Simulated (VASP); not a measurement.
# SnO2 (P1) in VASP: single point with PBE

Aim: the single point of SnO2 with PBE.

Everything below comes from runs of VASP 6.6.1. Logs are shortened: lines on timing, memory, paths and dates and some standing lists are left out, and cuts for length are marked.

## (1) The cell of the first run

The typed cell holds 6 atoms: a = 4.827 Å, b = 4.828 Å, c = 3.238 Å, α = 90.00°, β = 90.00°, γ = 90.00°.

## (2) Single point, PBE

INCAR reads:

```
ALGO = Normal ; EDIFF = 1E-7
ENCUT = 520 ; GGA = PE
ISIF = 2 ; ISMEAR = 0
LASPH = True ; LCHARG = False
LREAL = False ; LWAVE = False
NBANDS = 35 ; NELM = 100
PREC = Accurate ; SIGMA = 0.05
```

KPOINTS reads:

```
k-points
0
Gamma
  6 6 8
```

POSCAR reads:

```
SnO2
1.0
    4.8265176357      0.0000000000      0.0000000000
    0.0000000000      4.8283676035      0.0000000000
    0.0000000000      0.0000000000      3.2381666599
Sn O
2 4
Direct
    0.4942114367      0.4942163840      0.4850427621
   -0.0057885633     -0.0057836160     -0.0149572379
    0.3064962475      0.3066616298      0.0000000000
    0.8064962475      0.1933383702      0.5000000000
    0.1935037525      0.8066616298      0.5000000000
    0.6935037525      0.6933383702      0.0000000000
```

Potentials or basis: VASP PAW PBE potentials, release 64 (Sn_d, O).

Run with:

```console
$ cat potpaw_PBE.64/Sn_d/POTCAR potpaw_PBE.64/O/POTCAR > POTCAR
$ mpirun -np 1 vasp_std > vasp.out
```

OUTCAR:

```text
EDIFF = 1E-7
   ENCUT = 520
   GGA = PE
   ISIF = 2
   ISMEAR = 0
   LASPH = True
   LREAL = False
   NELM = 100
   PREC = Accurate

 ion  position               nearest neighbor table
   1  0.494  0.494  0.485-   3 2.03   6 2.08   4 2.09   5 2.09   3 2.10   6 2.15
   2  0.994  0.994  0.985-   4 2.05   5 2.05   6 2.05   4 2.13   5 2.13   3 2.13
   3  0.306  0.307  0.000-   1 2.03   1 2.10   2 2.13
   4  0.806  0.193  0.500-   2 2.05   1 2.09   2 2.13
   5  0.194  0.807  0.500-   2 2.05   1 2.09   2 2.13
   6  0.694  0.693  0.000-   2 2.05   1 2.08   1 2.15

  LATTYP: Found a simple orthorhombic cell.
 ALAT       =     3.2381666599
 B/A-ratio  =     1.4905093353
 C/A-ratio  =     1.4910806362

  Lattice vectors:

 A1 = (   0.0000000000,   0.0000000000,   3.2381666599)
 A2 = (   4.8265176357,   0.0000000000,   0.0000000000)
 A3 = (   0.0000000000,   4.8283676035,   0.0000000000)

Analysis of symmetry for initial positions (statically):
=====================================================================
 Subroutine PRICEL returns:
 Original cell was already a primitive cell.

 Routine SETGRP: Setting up the symmetry group for a
 simple orthorhombic supercell.

 Subroutine GETGRP returns: Found  1 space group operations
 (whereof  1 operations were pure point group operations)
 out of a pool of  8 trial point group operations.

The static configuration has the point symmetry C_1 .

Analysis of symmetry for dynamics (positions and initial velocities):
=====================================================================
 Subroutine PRICEL returns:
 Original cell was already a primitive cell.

 Routine SETGRP: Setting up the symmetry group for a
 simple orthorhombic supercell.

 Subroutine GETGRP returns: Found  1 space group operations
 (whereof  1 operations were pure point group operations)
 out of a pool of  8 trial point group operations.

The dynamic configuration has the point symmetry C_1 .

 Subroutine INISYM returns: Found  1 space group operations
 (whereof  1 operations are pure point group operations),
 and found     1 'primitive' translations

----------------------------------------------------------------------------------------

                                     Primitive cell

  volume of cell :      75.4629

  direct lattice vectors                    reciprocal lattice vectors
     4.826517636  0.000000000  0.000000000     0.207188718  0.000000000  0.000000000
     0.000000000  4.828367604  0.000000000     0.000000000  0.207109334  0.000000000
     0.000000000  0.000000000  3.238166660     0.000000000  0.000000000  0.308816718

  length of vectors
     4.826517636  4.828367604  3.238166660     0.207188718  0.207109334  0.308816718

  position of ions in fractional coordinates (direct lattice)
     0.494211437  0.494216384  0.485042762
     0.994211437  0.994216384  0.985042762
     0.306496248  0.306661630  0.000000000
     0.806496248  0.193338370  0.500000000
     0.193503752  0.806661630  0.500000000
     0.693503752  0.693338370  0.000000000

  ion indices of the primitive-cell ions
   primitive index   ion index
                 1           1
                 2           2
                 3           3
                 4           4
                 5           5
                 6           6

----------------------------------------------------------------------------------------

 KPOINTS: k-points

Automatic generation of k-mesh.
 Grid dimensions read from file:
 generate k-points for:    6    6    8

 Generating k-lattice:

  Cartesian coordinates                     Fractional coordinates (reciprocal lattice)
     0.034531453  0.000000000  0.000000000     0.166666667  0.000000000  0.000000000
     0.000000000  0.034518222  0.000000000     0.000000000  0.166666667  0.000000000
     0.000000000  0.000000000  0.038602090     0.000000000  0.000000000  0.125000000

  Length of vectors
     0.034531453  0.034518222  0.038602090

  Shift w.r.t. Gamma in fractional coordinates (k-lattice)
     0.000000000  0.000000000  0.000000000

 Subroutine IBZKPT returns following result:
 ===========================================

 Found    148 irreducible k-points:

 Following reciprocal coordinates:
            Coordinates               Weight
  0.000000  0.000000  0.000000      1.000000
  0.166667  0.000000  0.000000      2.000000
  0.333333  0.000000  0.000000      2.000000
  0.500000  0.000000  0.000000      1.000000
  0.000000  0.166667  0.000000      2.000000
  0.166667  0.166667  0.000000      2.000000
[... 16 lines left out ...]
 -0.166667  0.000000  0.125000      2.000000
  0.333333  0.000000  0.125000      2.000000
 [... further k-points ...]
   k-points           NKPTS =    148   k-points in BZ     NKDIM =    148   number of bands    NBANDS=     35
   number of dos      NEDOS =    301   number of ions     NIONS =      6
   total plane-waves  NPLWV =  31104
   dimension x,y,z NGX =    36 NGY =   36 NGZ =   24
   dimension x,y,z NGXF=    72 NGYF=   72 NGZF=   48
   ions per type =               2   4
   NGX,Y,Z   is equivalent  to a cutoff of  12.40, 12.40, 12.32 a.u.
   NGXF,Y,Z  is equivalent  to a cutoff of  24.80, 24.79, 24.64 a.u.
 SYSTEM =  unknown system
   PREC   = accura    normal or accurate (medium, high low for compatibility)
   ISTART =      0    job   : 0-new  1-cont  2-samecut
   ICHARG =      2    charge: 1-file 2-atom 10-const
   ISPIN  =      1    spin polarized calculation?
   LNONCOLLINEAR =      F non collinear calculations
   LSORBIT =      F    spin-orbit coupling
   LASPH  =      T    aspherical Exc in radial PAW
   ENCUT  =  520.0 eV  38.22 Ry    6.18 a.u.   8.97  8.98  6.02*2*pi/ulx,y,z
   NELM   =    100;   NELMIN=  2; NELMDL= -5     # of ELM steps
   EDIFF  = 0.1E-06   stopping-criterion for ELM
   LREAL  =      F    real-space projection
   EDIFFG = 0.1E-05   stopping-criterion for IOM
   NSW    =      0    number of steps for IOM
   IBRION =     -1    ionic relax: 0-MD 1-quasi-New 2-CG
   NFREE  =      0    steps in history (QN), initial steepest desc. (CG)
   ISIF   =      2    stress and relaxation
   ISYM   =      2    0-nonsym 1-usesym 2-fastsym
   POTIM  = 0.5000    time-step for ionic-motion
   TEBEG  =    0.0;   TEEND  =   0.0 temperature during run
   PSTRESS=    0.0 pullay stress
   NELECT =      52.0000    total number of electrons
   NUPDOWN=      -1.0000    fix difference up-down
   EMIN   =  10.00;   EMAX   =-10.00  energy-range for DOS
   EFERMI =   0.00;   METHOD = LEGACY
   ISMEAR =     0;   SIGMA  =   0.05  broadening in eV -4-tet -1-fermi 0-gaus
   EFERMI_NEDOS =   21; number of points for ismear=-14 and -15
   IALGO  =     38    algorithm
   IMIX   =      4    mixing-type and parameters
     AMIX     =   0.40;   BMIX     =  1.00
     AMIX_MAG =   1.60;   BMIX_MAG =  1.00
  volume/ion in A,a.u.               =      12.58        84.87
  Fermi-wavevector in a.u.,A,eV,Ry     =   1.445988  2.732522 28.448182  2.090882
  Thomas-Fermi vector in A             =   2.564108
   LORBIT       =      0    0 simple, 1 ext, 2 COOP (PROOUT), +10 PAW based schemes
   GGA     = PE    functional components
   LHFCALC =     F    Hartree Fock is set to
   AEXX    =    0.0000 exact exchange contribution
   IVDW    =     0    specifies the selected vdW correction
   LEPSILON=     F    determine dielectric tensor
   LRPA    =     F    only Hartree local field effects (RPA)
 non-spin polarized calculation
 Gauss-broadening in eV      SIGMA  =   0.05
  energy-cutoff  :      520.00
  volume of cell :       75.46
 maximum number of plane-waves:      2060
   NGX = 17   NGY = 17   NGZ = 13

 number of electron      51.9999952 magnetization

 Free energy of the ion-electron system (eV)
  ---------------------------------------------------
  ext. energy  EPLUGINS =         0.00000000
  ---------------------------------------------------
  free energy    TOTEN  =       -37.24988181 eV

  energy without entropy =      -37.24988181  energy(sigma->0) =      -37.24988181

 E-fermi :   5.7805     XC(G=0): -10.9749

 val. band max:        5.5259551615   @ k =   0.0000   0.0000   0.0000
 cond. band min:       6.1987729120   @ k =   0.0000   0.0000   0.0000
 fundamental gap:      0.6728177505
 Fermi energy:         5.7804757511

 k-point     1 :       0.0000    0.0000    0.0000
  band No.  band energies     occupation
      1     -15.5098      2.00000
      2     -14.8481      2.00000
      3     -14.6490      2.00000
      4     -14.6363      2.00000
      5     -14.6310      2.00000
      6     -14.5546      2.00000
[... 27 lines left out ...]
     34      17.0493      0.00000
     35      17.7511      0.00000

 k-point     2 :       0.1667    0.0000    0.0000
  band No.  band energies     occupation
      1     -15.4728      2.00000
      2     -14.8910      2.00000
      3     -14.6510      2.00000
      4     -14.6373      2.00000
      5     -14.6286      2.00000
      6     -14.5769      2.00000
[... 27 lines left out ...]
     34      17.1425      0.00000
     35      17.7800      0.00000

 k-point     3 :       0.3333    0.0000    0.0000
  band No.  band energies     occupation
      1     -15.3659      2.00000
      2     -15.0247      2.00000
      3     -14.6548      2.00000
      4     -14.6435      2.00000
      5     -14.6209      2.00000
      6     -14.6015      2.00000
[... 27 lines left out ...]
     34      17.4882      0.00000
     35      17.7658      0.00000
[... 723 lines left out ...]
 k-point    23 :      -0.1667    0.0000    0.1250
  band No.  band energies     occupation
      1     -15.4133      2.00000
      2     -14.8621      2.00000
      3     -14.7579      2.00000
      4     -14.7269      2.00000
      5     -14.6178      2.00000
      6     -14.5646      2.00000
[... 27 lines left out ...]
     34      17.1798      0.00000
     35      17.5785      0.00000

 k-point    24 :       0.3333    0.0000    0.1250
  band No.  band energies     occupation
      1     -15.3178      2.00000
      2     -15.0137      2.00000
      3     -14.7569      2.00000
      4     -14.7218      2.00000
      5     -14.6049      2.00000
      6     -14.5718      2.00000
[... 27 lines left out ...]
     34      17.5777      0.00000
     35      17.7255      0.00000

 [... further k-points ...]

------------------------ aborting loop because EDIFF is reached ----------------------------------------

  FORCE on cell =-STRESS in cart. coord.  units (eV):
  Direction    XX          YY          ZZ          XY          YZ          ZX
  --------------------------------------------------------------------------------------
  -------------------------------------------------------------------------------------
  Total        0.4230839      0.4118735      0.6707458      0.0981656      0.0941210      0.0943116
  in kB        8.9826341      8.7446212     14.2408241      2.0841850      1.9983146      2.0023599
  external PRESSURE =      10.6560264 kB  Pullay stress =       0.0000000 kB

 VOLUME and BASIS-vectors are now :
 -----------------------------------------------------------------------------
  energy-cutoff  :      520.00
  volume of cell :       75.46
      direct lattice vectors                 reciprocal lattice vectors
     4.826517636  0.000000000  0.000000000     0.207188718  0.000000000  0.000000000
     0.000000000  4.828367604  0.000000000     0.000000000  0.207109334  0.000000000
     0.000000000  0.000000000  3.238166660     0.000000000  0.000000000  0.308816718

 POSITION                                       TOTAL-FORCE (eV/Angst)
 -----------------------------------------------------------------------------------
      2.38532      2.38626      1.57065         0.404461      0.404624      0.864965
      4.79858      4.80044      3.18973         0.307609      0.307380      0.848976
      1.47931      1.48068      0.00000        -0.390352     -0.390580     -0.518859
      3.89257      0.93351      1.61908        -0.048443      0.051753     -0.425719
      0.93395      3.89486      1.61908         0.051447     -0.048479     -0.425648
      3.34721      3.34769      0.00000        -0.324721     -0.324698     -0.343716
 -----------------------------------------------------------------------------------
    total drift:                                0.000678      0.000668     -0.001591

  FREE ENERGIE OF THE ION-ELECTRON SYSTEM (eV)
  ---------------------------------------------------
  free  energy   TOTEN  =       -37.2498818103 eV

  energy  without entropy=      -37.2498818103  energy(sigma->0) =      -37.24988181
```

Wall time 6.3 min (1 thread of Oxide Virtual Turin-like, shared host); peak memory 0.36 GiB.

Results:

```
Free energy            : -37.2499 eV
Pressure               : 1.1 GPa
Largest force          : 1.037 eV/Å
Band gap on the k mesh : 0.67 eV
```

Forces on the atoms (eV/Å):
```
Sn   0.404  0.405  0.865
Sn   0.308  0.307  0.849
O   -0.390 -0.391 -0.519
O   -0.048  0.052 -0.426
O    0.051 -0.048 -0.426
O   -0.325 -0.325 -0.344
```

Caveat: the cell differs from its parent crystal (all Sn atoms moved +0.062 Å, as atom 1 towards its neighbour atom 3 (O) at 2.089 Å); semilocal functionals underestimate gaps, and a narrow one can read as zero; spin-orbit coupling is left out, which moves the levels of the heavy elements; forces of over 1 eV/Å act on the atoms, so gaps and moduli don't describe the material at rest.
